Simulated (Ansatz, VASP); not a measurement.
**Two plane-wave programs on Pb**

```
Pb
1.0
     6.23724    0.00000    0.00000
     0.00000    6.23724    0.00000
     0.00000    0.00000    6.23724
Pb
8
Cartesian
  0.0000 0.0000 0.0000
  3.1186 3.1186 3.1186
  1.5593 0.0000 3.1186
  4.6779 0.0000 3.1186
  3.1186 1.5593 0.0000
  3.1186 4.6779 0.0000
  0.0000 3.1186 1.5593
  0.0000 3.1186 4.6779
```

Alike in both runs: task relaxation of cell and atoms; functional PBE; k mesh 4 × 4 × 4; occupations fermi-dirac, width 0.1 eV; no spin polarisation.

|  | VASP | Ansatz |
| --- | --- | --- |
| version | VASP 6.6.1 | Ansatz 0.2.0 |
| potentials or method | VASP PAW PBE potentials, release 64 (Pb_d), cutoff 500 eV | plane waves (420 eV) with PAW, scalar-relativistic |
| valence electrons in the cell | 112 | 112 |

Ansatz gave:

- relaxed volume (Å³/atom): 32.93
- relaxed length of the cell vector where the two differ most in proportion (Å): 6.411

Question: Estimate VASP's values.

Answer: Relaxed volume (Å³/atom): 32.90; relaxed length of the cell vector where the two differ most in proportion (Å): 6.409.

Neither program's run includes spin-orbit coupling.
